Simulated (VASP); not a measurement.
Wanted: the native input for a VASP 6.6.1 run.

```yaml
Task: single point
Functional: PBEsol
Potentials_or_basis: VASP PAW PBE potentials, release 64 (Ti_sv, Al)
Cutoff: 520 eV
k_mesh: 11 × 11 × 6
Occupations: fermi-dirac, width 0.05 eV
Spin: no spin polarisation
Dipole_correction: no
Further_INCAR_settings: ALGO = Normal; EDIFF = 1e-06; NBANDS = 14
```

The structure of TiAl lies in POSCAR:

```
TiAl
1.0
    2.8285106954      0.0000000000      0.0000000000
   -1.4142553477      2.4495621171      0.0000000000
    0.0000000000      0.0000000000      4.6148579117
Ti Al
1 1
Direct
    0.0000000000      0.0000000000      0.0000000000
    0.3333333333      0.6666666667      0.5000000000
```

This cell differs from its parent crystal: volume scaled by 0.96.

The input as run:

INCAR

```
SYSTEM = TiAl
PREC = Accurate ; ENCUT = 520
EDIFF = 1E-6 ; ISMEAR = -1
SIGMA = 0.05 ; LREAL = .FALSE.
LASPH = .TRUE. ; NELM = 100
ALGO = Normal ; ISIF = 2
LWAVE = .FALSE. ; LCHARG = .FALSE.
GGA = PS ; NBANDS = 14
```

KPOINTS

```
Automatic mesh
0
G
  11 11 6
  0 0 0
```

Potentials or basis: VASP PAW PBE potentials, release 64 (Ti_sv, Al).

Run with:

```bash
$ cat potpaw_PBE.64/Ti_sv/POTCAR potpaw_PBE.64/Al/POTCAR > POTCAR
$ mpirun -np 1 vasp_std > vasp.out
```

Results of the run:

```json
{"Pressure": "1.6 GPa"}
```

Caveat: the PAW data sets were made with another functional, which shifts forces and pressure a little.

Run time: 55 s on 1 thread of Intel Xeon 8259CL (shared host), peak memory 0.17 GiB.
